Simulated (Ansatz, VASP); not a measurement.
## Two plane-wave programs on AlGaN2

```
Al Ga N
1.0
     3.23510    0.00000    0.00000
     0.00000    3.23510    0.00000
     0.00000    0.00000    4.55655
Al Ga N
1 1 2
Cartesian
  1.6176 1.6176 2.2783
  0.0000 0.0000 0.0000
  1.6176 0.0000 3.3639
  0.0000 1.6176 1.1926
```

Change from the starting cell: strain +0.030 along x and y, +0.030 along z, atoms carried along.

Alike in both runs: task single point; functional r2SCAN; k mesh 8 × 8 × 6; occupations gaussian, width 0.05 eV; no spin polarisation.

|  | VASP | Ansatz |
| --- | --- | --- |
| version | VASP 6.6.1 | Ansatz 0.2.0 |
| potentials or method | VASP PAW PBE potentials, release 64 (Al, Ga_d, N_h), cutoff 910 eV | scalar-relativistic, plane waves, PAW |
| valence electrons in the cell | 26 | 26 |

```csv
,VASP,Ansatz,Ansatz less VASP
gap on the k mesh at the Fermi level (eV),2.69,2.68,-0.007
least direct gap on the mesh (eV),2.69,2.68,-0.007
rms of the force components (eV/Å),0.000,0.031,+0.0307
```

VASP's potentials were made for PBE, not for r2SCAN. Atom by atom the forces differ by 0.031 eV/Å (rms over components).

Noted on VASP's run: the cutoff is short for stress, so the pressure is rough.
